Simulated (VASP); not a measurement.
# Nb4Ga (Im-3m) in VASP: relaxation of cell and atoms with PBE

Aim: the relaxation of cell and atoms of Nb4Ga with PBE.

Everything below comes from runs of VASP 6.6.1. Logs are shortened: lines on timing, memory, paths and dates and some standing lists are left out, and cuts for length are marked.

### Step 1. The cell of the first run

It takes space group Im-3m (No. 229, cubic). The conventional cell has a = 5.461 Å, b = 5.461 Å, c = 5.461 Å, α = 90.00°, β = 90.00°, γ = 90.00°. Nb (site symmetry -3m) has 2 Ga at 2.36 Å and 6 Nb at 2.73 Å within 3.1 Å. Within 3.1 Å of Ga (site symmetry m-3m) lie 8 Nb at 2.36 Å.

### Step 2. Relaxation of cell and atoms, PBE

Contents of INCAR:

```
  PREC = Accurate
  ENCUT = 600
  EDIFF = 1E-7
  ISMEAR = 0
  SIGMA = 0.1
  LREAL = F
  LASPH = T
  NELM = 100
  ALGO = Normal
  ISIF = 3
  LWAVE = F
  LCHARG = F
  GGA = PE
  IBRION = 2
  NSW = 90
  EDIFFG = -0.04
```

Contents of KPOINTS:

```
regular mesh
0
Gamma
  4 4 4
```

Contents of POSCAR:

```
Nb4Ga
1.0
   -2.7304581400      2.7304581400      2.7304581400
    2.7304581400     -2.7304581400      2.7304581400
    2.7304581400      2.7304581400     -2.7304581400
Nb Ga
4 1
Direct
    0.0000000000      0.0000000000      0.5000000000
    0.0000000000      0.5000000000      0.0000000000
    0.5000000000      0.0000000000      0.0000000000
    0.5000000000      0.5000000000      0.5000000000
    0.0000000000      0.0000000000      0.0000000000
```

Potentials or basis: VASP PAW PBE potentials, release 64 (Nb_sv, Ga_d).

Run with:

```bash
> cat potpaw_PBE.64/Nb_sv/POTCAR potpaw_PBE.64/Ga_d/POTCAR > POTCAR
> mpirun -np 1 vasp_std > vasp.out
```

OUTCAR:

```text
PREC = Accurate
   ENCUT = 600
   EDIFF = 1E-7
   ISMEAR = 0
   LREAL = F
   LASPH = T
   NELM = 100
   ISIF = 3
   GGA = PE
   IBRION = 2
   NSW = 90
   EDIFFG = -0.04

 ion  position               nearest neighbor table
   1  0.000  0.000  0.500-   5 2.36   5 2.36   4 2.73   2 2.73   3 2.73   2 2.73   3 2.73   4 2.73

   2  0.000  0.500  0.000-   5 2.36   5 2.36   4 2.73   1 2.73   3 2.73   1 2.73   4 2.73   3 2.73

   3  0.500  0.000  0.000-   5 2.36   5 2.36   4 2.73   1 2.73   4 2.73   2 2.73   1 2.73   2 2.73

   4  0.500  0.500  0.500-   5 2.36   5 2.36   3 2.73   1 2.73   3 2.73   2 2.73   1 2.73   2 2.73

   5  0.000  0.000  0.000-   1 2.36   2 2.36   3 2.36   4 2.36   1 2.36   2 2.36   3 2.36   4 2.36

  LATTYP: Found a body centered cubic cell.
 ALAT       =     5.4609162800

  Lattice vectors:

 A1 = (  -2.7304581400,   2.7304581400,   2.7304581400)
 A2 = (   2.7304581400,  -2.7304581400,   2.7304581400)
 A3 = (   2.7304581400,   2.7304581400,  -2.7304581400)

Analysis of symmetry for initial positions (statically):
=====================================================================
 Subroutine PRICEL returns:
 Original cell was already a primitive cell.

 Routine SETGRP: Setting up the symmetry group for a
 body centered cubic supercell.

 Subroutine GETGRP returns: Found 48 space group operations
 (whereof 48 operations were pure point group operations)
 out of a pool of 48 trial point group operations.

The static configuration has the point symmetry O_h .

Analysis of symmetry for dynamics (positions and initial velocities):
=====================================================================
 Subroutine PRICEL returns:
 Original cell was already a primitive cell.

 Routine SETGRP: Setting up the symmetry group for a
 body centered cubic supercell.

 Subroutine GETGRP returns: Found 48 space group operations
 (whereof 48 operations were pure point group operations)
 out of a pool of 48 trial point group operations.

The dynamic configuration has the point symmetry O_h .

 Subroutine INISYM returns: Found 48 space group operations
 (whereof 48 operations are pure point group operations),
 and found     1 'primitive' translations

----------------------------------------------------------------------------------------

                                     Primitive cell

  volume of cell :      81.4266

  direct lattice vectors                    reciprocal lattice vectors
    -2.730458140  2.730458140  2.730458140     0.000000000  0.183119453  0.183119453
     2.730458140 -2.730458140  2.730458140     0.183119453  0.000000000  0.183119453
     2.730458140  2.730458140 -2.730458140     0.183119453  0.183119453  0.000000000

  length of vectors
     4.729292226  4.729292226  4.729292226     0.258970013  0.258970013  0.258970013

  position of ions in fractional coordinates (direct lattice)
     0.000000000  0.000000000  0.500000000
     0.000000000  0.500000000  0.000000000
     0.500000000  0.000000000  0.000000000
     0.500000000  0.500000000  0.500000000
     0.000000000  0.000000000  0.000000000

  ion indices of the primitive-cell ions
   primitive index   ion index
                 1           1
                 2           2
                 3           3
                 4           4
                 5           5

----------------------------------------------------------------------------------------

 KPOINTS: regular mesh

Automatic generation of k-mesh.
 Grid dimensions read from file:
 generate k-points for:    4    4    4

 Generating k-lattice:

  Cartesian coordinates                     Fractional coordinates (reciprocal lattice)
     0.000000000  0.045779863  0.045779863     0.250000000  0.000000000  0.000000000
     0.045779863  0.000000000  0.045779863     0.000000000  0.250000000  0.000000000
     0.045779863  0.045779863  0.000000000     0.000000000  0.000000000  0.250000000

  Length of vectors
     0.064742503  0.064742503  0.064742503

  Shift w.r.t. Gamma in fractional coordinates (k-lattice)
     0.000000000  0.000000000  0.000000000

 Subroutine IBZKPT returns following result:
 ===========================================

 Found      8 irreducible k-points:

 Following reciprocal coordinates:
            Coordinates               Weight
  0.000000  0.000000  0.000000      1.000000
  0.250000  0.000000  0.000000     12.000000
  0.500000  0.000000  0.000000      6.000000
  0.250000  0.250000  0.000000     24.000000
  0.250000  0.250000  0.250000      2.000000
 -0.250000  0.250000  0.250000      6.000000
  0.500000  0.500000  0.250000     12.000000
  0.500000  0.500000  0.500000      1.000000
   k-points           NKPTS =      8   k-points in BZ     NKDIM =      8   number of bands    NBANDS=     39
   number of dos      NEDOS =    301   number of ions     NIONS =      5
   total plane-waves  NPLWV =  64000
   dimension x,y,z NGX =    40 NGY =   40 NGZ =   40
   dimension x,y,z NGXF=    80 NGYF=   80 NGZF=   80
   ions per type =               4   1
   NGX,Y,Z   is equivalent  to a cutoff of  14.06, 14.06, 14.06 a.u.
   NGXF,Y,Z  is equivalent  to a cutoff of  28.12, 28.12, 28.12 a.u.
 SYSTEM =  unknown system
   PREC   = accura    normal or accurate (medium, high low for compatibility)
   ISTART =      0    job   : 0-new  1-cont  2-samecut
   ICHARG =      2    charge: 1-file 2-atom 10-const
   ISPIN  =      1    spin polarized calculation?
   LNONCOLLINEAR =      F non collinear calculations
   LSORBIT =      F    spin-orbit coupling
   LASPH  =      T    aspherical Exc in radial PAW
   ENCUT  =  600.0 eV  44.10 Ry    6.64 a.u.   9.45  9.45  9.45*2*pi/ulx,y,z
   NELM   =    100;   NELMIN=  2; NELMDL= -5     # of ELM steps
   EDIFF  = 0.1E-06   stopping-criterion for ELM
   LREAL  =      F    real-space projection
   EDIFFG = -.4E-01   stopping-criterion for IOM
   NSW    =     90    number of steps for IOM
   IBRION =      2    ionic relax: 0-MD 1-quasi-New 2-CG
   NFREE  =      1    steps in history (QN), initial steepest desc. (CG)
   ISIF   =      3    stress and relaxation
   ISYM   =      2    0-nonsym 1-usesym 2-fastsym
   POTIM  = 0.5000    time-step for ionic-motion
   TEBEG  =    0.0;   TEEND  =   0.0 temperature during run
   PSTRESS=    0.0 pullay stress
   NELECT =      65.0000    total number of electrons
   NUPDOWN=      -1.0000    fix difference up-down
   EMIN   =  10.00;   EMAX   =-10.00  energy-range for DOS
   EFERMI =   0.00;   METHOD = LEGACY
   ISMEAR =     0;   SIGMA  =   0.10  broadening in eV -4-tet -1-fermi 0-gaus
   EFERMI_NEDOS =   21; number of points for ismear=-14 and -15
   IALGO  =     38    algorithm
   IMIX   =      4    mixing-type and parameters
     AMIX     =   0.40;   BMIX     =  1.00
     AMIX_MAG =   1.60;   BMIX_MAG =  1.00
  volume/ion in A,a.u.               =      16.29       109.90
  Fermi-wavevector in a.u.,A,eV,Ry     =   1.518648  2.869828 31.379000  2.306291
  Thomas-Fermi vector in A             =   2.627740
   LORBIT       =      0    0 simple, 1 ext, 2 COOP (PROOUT), +10 PAW based schemes
   GGA     = PE    functional components
   LHFCALC =     F    Hartree Fock is set to
   AEXX    =    0.0000 exact exchange contribution
   IVDW    =     0    specifies the selected vdW correction
   LEPSILON=     F    determine dielectric tensor
   LRPA    =     F    only Hartree local field effects (RPA)
 conjugate gradient relaxation of ions
 non-spin polarized calculation
 Gauss-broadening in eV      SIGMA  =   0.10
  energy-cutoff  :      600.00
  volume of cell :       81.43
 maximum number of plane-waves:      2760
 NGX is ok and might be reduce to    40
   NGX = 19   NGY = 19   NGZ = 19

--------------------------------------- Ionic step        1  -------------------------------------------

 number of electron      65.0000012 magnetization

 Free energy of the ion-electron system (eV)
  ---------------------------------------------------
  ext. energy  EPLUGINS =         0.00000000
  ---------------------------------------------------
  free energy    TOTEN  =       -36.38539168 eV

  energy without entropy =      -36.32475623  energy(sigma->0) =      -36.35507395

 E-fermi :  11.6990     XC(G=0): -12.6380

 val. band max:       11.6628797313   @ k =   0.2500   0.0000   0.0000
 cond. band min:      11.7058702779   @ k =  -0.2500   0.2500   0.2500
 fundamental gap:      0.0429905467
 Fermi energy:        11.6989784311

 k-point     1 :       0.0000    0.0000    0.0000
  band No.  band energies     occupation
      1     -43.0978      2.00000
      2     -42.7298      2.00000
      3     -42.7298      2.00000
      4     -42.7298      2.00000
      5     -19.8640      2.00000
      6     -19.8640      2.00000
[... 807 lines left out ...]
 POSITION                                       TOTAL-FORCE (eV/Angst)
 -----------------------------------------------------------------------------------
      1.48458      1.48458     -1.48458        -0.000000     -0.000000      0.000000
      1.48458     -1.48458      1.48458         0.000000      0.000000     -0.000000
     -1.48458      1.48458      1.48458         0.000000      0.000000      0.000000
      1.48458      1.48458      1.48458        -0.000000     -0.000000     -0.000000
      0.00000      0.00000     -0.00000        -0.000000      0.000000     -0.000000
 -----------------------------------------------------------------------------------
    total drift:                                0.000000     -0.000000      0.000000

  FREE ENERGIE OF THE ION-ELECTRON SYSTEM (eV)
  ---------------------------------------------------
  free  energy   TOTEN  =       -39.2861368055 eV

  energy  without entropy=      -39.2468569766  energy(sigma->0) =      -39.26649689

--------------------------------------- Ionic step        5  -------------------------------------------

 number of electron      64.9999992 magnetization

 Free energy of the ion-electron system (eV)
  ---------------------------------------------------
  ext. energy  EPLUGINS =         0.00000000
  ---------------------------------------------------
  free energy    TOTEN  =       -39.28798778 eV

  energy without entropy =      -39.24855043  energy(sigma->0) =      -39.26826910

 E-fermi :   8.4487     XC(G=0): -11.3909

 val. band max:        8.4420318699   @ k =   0.5000   0.5000   0.5000
 cond. band min:       8.5283972891   @ k =   0.2500   0.2500   0.0000
 fundamental gap:      0.0863654192
 Fermi energy:         8.4487252994

 k-point     1 :       0.0000    0.0000    0.0000
  band No.  band energies     occupation
      1     -46.5327      2.00000
      2     -46.3922      2.00000
      3     -46.3922      2.00000
      4     -46.3922      2.00000
      5     -22.8842      2.00000
      6     -22.8842      2.00000
[... 338 lines left out ...]
 VOLUME and BASIS-vectors are now :
 -----------------------------------------------------------------------------
  energy-cutoff  :      600.00
  volume of cell :      103.99
      direct lattice vectors                 reciprocal lattice vectors
    -2.962447613  2.962447613  2.962447613     0.000000000  0.168779356  0.168779356
     2.962447613 -2.962447613  2.962447613     0.168779356  0.000000000  0.168779356
     2.962447613  2.962447613 -2.962447613     0.168779356  0.168779356  0.000000000

 POSITION                                       TOTAL-FORCE (eV/Angst)
 -----------------------------------------------------------------------------------
      1.48122      1.48122     -1.48122        -0.000000      0.000000     -0.000000
      1.48122     -1.48122      1.48122         0.000000     -0.000000      0.000000
     -1.48122      1.48122      1.48122        -0.000000      0.000000     -0.000000
      1.48122      1.48122      1.48122         0.000000     -0.000000      0.000000
      0.00000      0.00000     -0.00000         0.000000     -0.000000      0.000000
 -----------------------------------------------------------------------------------
    total drift:                                0.000000     -0.000000      0.000000

  FREE ENERGIE OF THE ION-ELECTRON SYSTEM (eV)
  ---------------------------------------------------
  free  energy   TOTEN  =       -39.2879877834 eV

  energy  without entropy=      -39.2485504254  energy(sigma->0) =      -39.26826910

 reached required accuracy - stopping structural energy minimisation
```

Run time: 2.9 min. Hardware: 1 thread of Intel Xeon 6975P-C (Granite Rapids), shared host; peak memory 0.25 GiB.

What came out:

* Free energy: -39.2880 eV
* Relaxed volume: 20.80 Å³/atom
* Relaxed cell: a = 5.131 Å, b = 5.131 Å, c = 5.131 Å, α = 109.47°, β = 109.47°, γ = 109.47°
* Space group after relaxing (to 0.05 Å): Im-3m (No. 229)
* Energy gained by relaxing: 580.5 meV/atom
* Ionic steps: 5
* Pressure after relaxing: 0.0 GPa

The path:
```
step  energy change (eV)  largest force (eV/Å)  pressure (GPa)  volume (Å³)
   1              0.0000                0.0000           50.29        81.43
   2              2.4087                0.0000          -21.91       157.74
   3             -2.8735                0.0000           -3.21       106.83
   4             -2.9007                0.0000           -0.84       104.70
   5             -2.9026                0.0000            0.01       103.99
```

Final structure:
```cif
data_structure
_symmetry_space_group_name_H-M 'P 1'
_symmetry_Int_Tables_number 1
_cell_length_a 5.1311
_cell_length_b 5.1311
_cell_length_c 5.1311
_cell_angle_alpha 109.471
_cell_angle_beta 109.471
_cell_angle_gamma 109.471
_cell_volume 103.99
loop_
_atom_site_label
_atom_site_type_symbol
_atom_site_fract_x
_atom_site_fract_y
_atom_site_fract_z
_atom_site_occupancy
Nb1 Nb 0.00000 0.00000 0.50000 1
Nb2 Nb 0.00000 0.50000 0.00000 1
Nb3 Nb 0.50000 0.00000 0.00000 1
Nb4 Nb 0.50000 0.50000 0.50000 1
Ga1 Ga 0.00000 0.00000 0.00000 1
```

Caveat: the k points lie up to 0.37 Å⁻¹ apart in the final cell; the volume moved by over 15 % at a fixed basis, so the end points are rough.
